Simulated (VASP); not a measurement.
MgB2: single point with PBE

Crystal: MgB2.

```
CELL_PARAMETERS angstrom
3.08500 0.00000 0.00000
-1.54250 2.67169 0.00000
0.00000 0.00000 3.52300
ATOMIC_POSITIONS crystal
Mg 0.00000 0.00000 0.00000
B 0.33333 0.66667 0.50000
B 0.67509 0.35018 0.50000
```

This cell differs from its parent crystal: one atom moved.

```json
{
  "Program": "VASP 6.6.1",
  "Task": "single point",
  "Functional": "PBE",
  "Potentials or basis": "VASP PAW PBE potentials, release 64 (Mg, B)",
  "Cutoff": "520 eV",
  "k mesh": "15 × 15 × 10",
  "Occupations": "gaussian, width 0.1 eV",
  "Spin": "no spin polarisation",
  "Dipole correction": "no",
  "Further INCAR settings": "ALGO = Normal; EDIFF = 1e-06; NBANDS = 11"
}
```

| Quantity | Value |
| --- | --- |
| Pressure | -1.2 GPa |
| Largest force | 0.281 eV/Å |
| Band gap on the k mesh | zero (band 4 reaches 6.91 eV, above the bottom of band 5 at 3.35 eV) |

Forces in eV/Å, atoms in the order of the input:
```
Mg   0.000  0.107  0.000
B    0.000  0.174  0.000
B    0.000 -0.281  0.000
```

Stress tensor (GPa, compression positive):
```
-1.10  0.00  0.00
 0.00 -2.54  0.00
 0.00  0.00  0.14
```

Levels at points of the mesh, in eV from the Fermi level:
```csv
k point,band 2,band 3,band 4,band 5,band 6,band 7
"(0.00, 0.00, 0.00)",-2.88,0.13,0.68,1.72,6.00,6.69
"(0.00, 0.00, 0.50)",-7.36,0.49,1.08,6.31,7.05,8.00
```

It took 2.4 min on 1 thread of AMD EPYC 7R13, with other jobs on the host, peak memory 0.22 GiB.

Caveat: the cell differs from its parent crystal (one atom moved).
